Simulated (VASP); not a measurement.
# Mg2Au2O7 (C2/m) in VASP: single point with r2SCAN

Aim: the single point of Mg2Au2O7 with r2SCAN.

All numbers are computed with VASP 6.6.1; they aren't measurements. Logs are shortened: lines on timing, memory, paths and dates and some standing lists are left out, and cuts for length are marked.

## 1. The cell of the first run

The structure is monoclinic, space group C2/m (No. 12). Conventional cell: a = 6.596 Å, b = 8.493 Å, c = 5.439 Å, α = 90.00°, β = 94.31°, γ = 90.00°. Within 2.6 Å of O (site symmetry 2/m) lie 2 Au at 1.93 Å. Within 2.7 Å of O (site symmetry 1) lie 2 Mg at 2.00 to 2.02 Å and 1 Au at 2.01 Å and 2 O at 2.09 to 2.62 Å. Within 2.7 Å of O (site symmetry m) lie 2 Au at 1.99 to 2.14 Å and 2 Mg at 2.19 Å and 3 O at 2.62 to 2.69 Å. Mg (site symmetry 2) has 6 O at 2.00 to 2.19 Å within 2.7 Å. Within 2.6 Å of Au (site symmetry m) lie 5 O at 1.93 to 2.14 Å.

## 2. Single point, r2SCAN

Input file POSCAR:

```
Mg2Au2O7
1.0
    3.2893491979      4.2463413103      0.2355473737
    3.2893491979     -4.2463413103      0.2355473737
    0.7946388423      0.0000000000     -5.3804708341
O Mg Au
7 2 2
Direct
    0.0000000000      0.0000000000      0.0000000000
    0.4159717904      0.0503882513      0.3422361272
    0.9496117487      0.5840282096      0.6577638728
    0.5840282096      0.9496117487      0.6577638728
    0.0503882513      0.4159717904      0.3422361272
    0.4523505131      0.4523505131      0.7641492622
    0.5476494869      0.5476494869      0.2358507378
    0.3068876739      0.6931123261      0.5000000000
    0.6931123261      0.3068876739      0.5000000000
    0.2724872277      0.2724872277      0.1086854460
    0.7275127723      0.7275127723      0.8913145540
```

Input file INCAR.step1:

```
  PREC = Accurate
  ENCUT = 520
  ISMEAR = -1
  SIGMA = 0.0174
  LREAL = F
  LASPH = T
  NELM = 100
  NBANDS = 45
  GGA = PE
  ALGO = Normal
  EDIFF = 1E-4
  LWAVE = T
  LCHARG = F
```

Input file INCAR.step2:

```
  PREC = Accurate
  ENCUT = 520
  EDIFF = 1E-7
  ISMEAR = -1
  SIGMA = 0.0174
  LREAL = F
  LASPH = T
  NELM = 100
  ALGO = Normal
  ISIF = 2
  LWAVE = F
  LCHARG = F
  METAGGA = R2SCAN
  LMIXTAU = T
  NBANDS = 45
  ISTART = 1
```

Input file KPOINTS:

```
regular mesh
0
Gamma
  4 4 4
```

Potentials or basis: VASP PAW PBE potentials, release 64 (O, Mg, Au).

The run is started by

```sh
cat potpaw_PBE.64/O/POTCAR potpaw_PBE.64/Mg/POTCAR potpaw_PBE.64/Au/POTCAR > POTCAR
cp INCAR.step1 INCAR
mpirun -np 1 vasp_std > vasp.out
cp INCAR.step2 INCAR
mpirun -np 1 vasp_std > vasp.out
```

OUTCAR:

```text
PREC = Accurate
   ENCUT = 520
   EDIFF = 1E-7
   ISMEAR = -1
   LREAL = F
   LASPH = T
   NELM = 100
   ISIF = 2
   METAGGA = R2SCAN
   ISTART = 1

 ion  position               nearest neighbor table
   1  0.000  0.000  0.000-  10 1.93  11 1.93
   2  0.416  0.050  0.342-   8 2.00  10 2.01   9 2.02
   3  0.950  0.584  0.658-   8 2.00  11 2.01   9 2.02
   4  0.584  0.950  0.658-   9 2.00  11 2.01   8 2.02
   5  0.050  0.416  0.342-   9 2.00  10 2.01   8 2.02
   6  0.452  0.452  0.764-  11 1.99  10 2.14   8 2.19   9 2.19
   7  0.548  0.548  0.236-  10 1.99  11 2.14   8 2.19   9 2.19
   8  0.307  0.693  0.500-   2 2.00   3 2.00   4 2.02   5 2.02   6 2.19   7 2.19  10 3.15  11 3.15
                             9 3.28   9 3.44   9 3.44
   9  0.693  0.307  0.500-   4 2.00   5 2.00   2 2.02   3 2.02   6 2.19   7 2.19  10 3.15  11 3.15
                             8 3.28   8 3.44   8 3.44
  10  0.272  0.272  0.109-   1 1.93   7 1.99   5 2.01   2 2.01   6 2.14  11 3.14   9 3.15   8 3.15

  11  0.728  0.728  0.891-   1 1.93   6 1.99   4 2.01   3 2.01   7 2.14  10 3.14   9 3.15   8 3.15

  LATTYP: Found a base centered monoclinic cell.
 ALAT       =     6.5955441659
 B/A-ratio  =     1.2876394134
 C/A-ratio  =     0.8246225099
 COS(beta)  =    -0.0750717103

  Lattice vectors:

 A1 = (  -3.2893491979,  -4.2463413103,  -0.2355473737)
 A2 = (  -3.2893491979,   4.2463413103,  -0.2355473737)
 A3 = (   0.7946388423,   0.0000000000,  -5.3804708341)

Analysis of symmetry for initial positions (statically):
=====================================================================
 Subroutine PRICEL returns:
 Original cell was already a primitive cell.

 Routine SETGRP: Setting up the symmetry group for a
 base centered monoclinic supercell.

 Subroutine GETGRP returns: Found  4 space group operations
 (whereof  4 operations were pure point group operations)
 out of a pool of  4 trial point group operations.

The static configuration has the point symmetry C_2h.

Analysis of symmetry for dynamics (positions and initial velocities):
=====================================================================
 Subroutine PRICEL returns:
 Original cell was already a primitive cell.

 Routine SETGRP: Setting up the symmetry group for a
 base centered monoclinic supercell.

 Subroutine GETGRP returns: Found  4 space group operations
 (whereof  4 operations were pure point group operations)
 out of a pool of  4 trial point group operations.

The dynamic configuration has the point symmetry C_2h.

[... 125 lines left out ...]
   PSTRESS=    0.0 pullay stress
   NELECT =      68.0000    total number of electrons
   NUPDOWN=      -1.0000    fix difference up-down
   EMIN   =  10.00;   EMAX   =-10.00  energy-range for DOS
   EFERMI =   0.00;   METHOD = LEGACY
   ISMEAR =    -1;   SIGMA  =   0.02  broadening in eV -4-tet -1-fermi 0-gaus
   EFERMI_NEDOS =   21; number of points for ismear=-14 and -15
   IALGO  =     38    algorithm
   IMIX   =      4    mixing-type and parameters
     AMIX     =   0.40;   BMIX     =  1.00
     AMIX_MAG =   1.60;   BMIX_MAG =  1.00
  volume/ion in A,a.u.               =      13.81        93.19
  Fermi-wavevector in a.u.,A,eV,Ry     =   1.252362  2.366620 21.339510  1.568410
  Thomas-Fermi vector in A             =   2.386266
   LORBIT       =      0    0 simple, 1 ext, 2 COOP (PROOUT), +10 PAW based schemes
   METAGGA = R2SCAN    functional components
   LHFCALC =     F    Hartree Fock is set to
   AEXX    =    0.0000 exact exchange contribution
   IVDW    =     0    specifies the selected vdW correction
   LEPSILON=     F    determine dielectric tensor
   LRPA    =     F    only Hartree local field effects (RPA)
 non-spin polarized calculation
  energy-cutoff  :      520.00
  volume of cell :      151.90
 maximum number of plane-waves:      4132
   NGX = 19   NGY = 19   NGZ = 21

 number of electron      68.0000010 magnetization

 Free energy of the ion-electron system (eV)
  ---------------------------------------------------
  ext. energy  EPLUGINS =         0.00000000
  ---------------------------------------------------
  free energy    TOTEN  =      -157.99025766 eV

  energy without entropy =     -157.98534374  energy(sigma->0) =     -157.98780070

 E-fermi :   1.5048     XC(G=0): -10.2150

 val. band max:        1.5020535538   @ k =   0.5000  -0.0000   0.5000
 cond. band min:       1.5052604985   @ k =   0.5000   0.5000   0.0000
 fundamental gap:      0.0032069447
 Fermi energy:         1.5048074785

 k-point     1 :       0.0000    0.0000    0.0000
  band No.  band energies     occupation
      1     -18.2877      2.00000
      2     -17.4014      2.00000
      3     -17.2689      2.00000
      4     -17.2469      2.00000
      5     -16.8815      2.00000
      6     -16.1628      2.00000
[... 1141 lines left out ...]
     44      10.9327      0.00000
     45      11.7824      0.00000

------------------------ aborting loop because EDIFF is reached ----------------------------------------

  FORCE on cell =-STRESS in cart. coord.  units (eV):
  Direction    XX          YY          ZZ          XY          YZ          ZX
  --------------------------------------------------------------------------------------
  -------------------------------------------------------------------------------------
  Total        0.5204382      0.2142988      0.0961315      0.0000000      0.0000000     -0.1527187
  in kB        5.4895359      2.2604050      1.0139870      0.0000000      0.0000000     -1.6108634
  external PRESSURE =       2.9213093 kB  Pullay stress =       0.0000000 kB

 VOLUME and BASIS-vectors are now :
 -----------------------------------------------------------------------------
  energy-cutoff  :      520.00
  volume of cell :      151.90
      direct lattice vectors                 reciprocal lattice vectors
     3.289349198  4.246341310  0.235547374     0.150414977  0.117748425  0.022214707
     3.289349198 -4.246341310  0.235547374     0.150414977 -0.117748425  0.022214707
     0.794638842  0.000000000 -5.380470834     0.013169796  0.000000000 -0.183912300

 POSITION                                       TOTAL-FORCE (eV/Angst)
 -----------------------------------------------------------------------------------
      0.00000      0.00000      0.00000        -0.000000     -0.000000     -0.000000
      1.80598      1.55239     -1.73154         0.008925      0.131996     -0.108736
      5.56736      1.55239     -3.17783        -0.008925      0.131996      0.108736
      5.56736     -1.55239     -3.17783        -0.008925     -0.131996      0.108736
      1.80598     -1.55239     -1.73154         0.008925     -0.131996     -0.108736
      3.58310      0.00000     -3.89838        -0.105293     -0.000000      0.102046
      3.79024      0.00000     -1.01099         0.105293     -0.000000     -0.102046
      3.68667     -1.64004     -2.45469        -0.000000      0.011185      0.000000
      3.68667      1.64004     -2.45469        -0.000000     -0.011185      0.000000
      1.87898      0.00000     -0.45641        -0.034803     -0.000000      0.106859
      5.49436      0.00000     -4.45296         0.034803     -0.000000     -0.106859
 -----------------------------------------------------------------------------------
    total drift:                                0.000000     -0.000000     -0.000000

  FREE ENERGIE OF THE ION-ELECTRON SYSTEM (eV)
  ---------------------------------------------------
  free  energy   TOTEN  =      -157.9902576585 eV

  energy  without entropy=     -157.9853437398  energy(sigma->0) =     -157.98780070
```

OSZICAR.step1:

```text
N       E                     dE             d eps       ncg     rms          rms(c)
DAV:   1     0.448119586054E+03    0.44812E+03   -0.34771E+04  2160   0.140E+03
DAV:   2    -0.356785970741E+02   -0.48380E+03   -0.46024E+03  2529   0.315E+02
DAV:   3    -0.720018881672E+02   -0.36323E+02   -0.35767E+02  2537   0.898E+01
DAV:   4    -0.724839419572E+02   -0.48205E+00   -0.48062E+00  2497   0.109E+01
DAV:   5    -0.724911027674E+02   -0.71608E-02   -0.71572E-02  2517   0.127E+00    0.437E+01
DAV:   6    -0.583664732189E+02    0.14125E+02   -0.11128E+02  2351   0.794E+01    0.603E+01
DAV:   7    -0.516479979075E+02    0.67185E+01   -0.35061E+01  2377   0.345E+01    0.230E+01
DAV:   8    -0.537998621357E+02   -0.21519E+01   -0.68101E+01  2675   0.244E+01    0.202E+01
DAV:   9    -0.514006829328E+02    0.23992E+01   -0.33045E+00  2587   0.130E+01    0.932E+00
DAV:  10    -0.502292203671E+02    0.11715E+01   -0.33421E+00  2383   0.138E+01    0.385E+00
DAV:  11    -0.503026378450E+02   -0.73417E-01   -0.67666E-01  2295   0.397E+00    0.246E+00
DAV:  12    -0.502781400542E+02    0.24498E-01   -0.23898E-02  2446   0.724E-01    0.211E+00
DAV:  13    -0.502446121709E+02    0.33528E-01   -0.16567E-01  2651   0.195E+00    0.115E+00
DAV:  14    -0.502385722311E+02    0.60399E-02   -0.11014E-01  2641   0.105E+00    0.507E-01
DAV:  15    -0.502362091155E+02    0.23631E-02   -0.99983E-03  2531   0.494E-01    0.148E-01
DAV:  16    -0.502363144556E+02   -0.10534E-03   -0.13757E-03  2330   0.182E-01    0.699E-02
DAV:  17    -0.502362823967E+02    0.32059E-04   -0.14278E-04  1480   0.623E-02
   1 F= -.50236282E+02 E0= -.50233558E+02  d E =-.544903E-02
```

Wall time 7.8 min (1 thread of Intel Xeon Platinum 8375C at 2.90GHz (Ice Lake), shared host); peak memory 0.34 GiB.

What came out:

| Property | Result |
| --- | --- |
| Free energy | -157.9903 eV |
| Pressure | 0.3 GPa |
| Largest force | 0.171 eV/Å |
| Band gap on the k mesh | zero (bands 34 and 35 overlap by 0.30 eV) |

Forces in eV/Å, atoms in the order of the input:
```
O    0.000  0.000  0.000
O    0.009  0.132 -0.109
O   -0.009  0.132  0.109
O   -0.009 -0.132  0.109
O    0.009 -0.132 -0.109
O   -0.105  0.000  0.102
O    0.105  0.000 -0.102
Mg   0.000  0.011  0.000
Mg   0.000 -0.011  0.000
Au  -0.035  0.000  0.107
Au   0.035  0.000 -0.107
```

Caveat: the PAW data sets were made with another functional, which shifts forces and pressure a little; spin-orbit coupling is left out, which moves the levels of the heavy elements.
